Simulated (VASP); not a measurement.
Input of a VASP 6.6.1 run:

Contents of INCAR:

```
SYSTEM = Ge2As3
PREC = Accurate
ENCUT = 520
EDIFF = 1E-6
ISMEAR = 0
SIGMA = 0.1
LREAL = .False.
LASPH = .True.
NELM = 80
ALGO = Normal
ISIF = 2
LWAVE = .False.
LCHARG = .False.
GGA = PE
NBANDS = 30
```

The input KPOINTS:

```
Automatic mesh
0
Gamma
  6 6 2
  0 0 0
```

Contents of POSCAR:

```
Ge2As3
1.0
    3.6852394575      0.0000000000      0.0000000000
    0.0000000000      3.6852394575      0.0000000000
    0.0000000000      0.0000000000      7.6323568258
Ge As
2 3
Direct
    0.0000000000      0.5000000000      0.5000000000
    0.5000000000      0.0000000000      0.5000000000
    0.5000000000      0.5000000000      0.0000000000
    0.0000000000      0.0000000000      0.8281746572
    0.0000000000      0.0000000000      0.1718253428
```

Potentials or basis: VASP PAW PBE potentials, release 64 (Ge_d, As).

Launch:

```sh
$ cat potpaw_PBE.64/Ge_d/POTCAR potpaw_PBE.64/As/POTCAR > POTCAR
$ mpirun -np 1 vasp_std > vasp.out
```

**Question.** What does it give for the largest force?

**Answer.** 0.004 eV/Å.

**Question.** Predict the band gap on the k mesh.

**Answer.** Zero (an odd number of electrons rules out a gap without spin polarisation).

**Question.** Estimate the pressure.

**Answer.** 0.0 GPa.

Forces in eV/Å, atoms in the order of the input:
```
Ge   0.000  0.000  0.000
Ge   0.000  0.000  0.000
As   0.000  0.000  0.000
As   0.000  0.000 -0.004
As   0.000  0.000  0.004
```

Caveat: the k points lie up to 0.41 Å⁻¹ apart, too coarse for converged energies and pressures of a metal.
